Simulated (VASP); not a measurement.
A run of VASP 6.6.1:

The input INCAR:

```
PREC = Accurate
ENCUT = 520
EDIFF = 1E-6
ISMEAR = 0
SIGMA = 0.05
LREAL = F
LASPH = T
NELM = 80
ALGO = Normal
ISIF = 2
LWAVE = F
LCHARG = F
GGA = PE
NBANDS = 15
```

Contents of KPOINTS:

```
regular mesh
0
Gamma
  6 6 4
```

POSCAR

```
MgI2
1.0
    4.1537001214      0.0000000000      0.0000000000
   -2.0768500607      3.5972098248      0.0000000000
    0.0000000000      0.0000000000      6.8620000000
Mg I
1 2
Direct
    0.0302085952      0.0221142265      0.0000000000
    0.3333333333      0.6666666667      0.7576300000
    0.6666666667      0.3333333333      0.2423700000
```

Potentials or basis: VASP PAW PBE potentials, release 64 (Mg, I).

Launch:

```sh
$ cat potpaw_PBE.64/Mg/POTCAR potpaw_PBE.64/I/POTCAR > POTCAR
$ mpirun -np 1 vasp_std > vasp.out
```

Hardware: 1 thread of Intel(R) Xeon(R) 6975P-C (Granite Rapids), on a shared host.

**Question.** How long does it take, and how much memory?

**Answer.** Wall time 51 s on 1 thread of Intel(R) Xeon(R) 6975P-C (Granite Rapids), on a shared host, peak memory 0.3 GiB. Counts: scf iterations 12, k points 76.
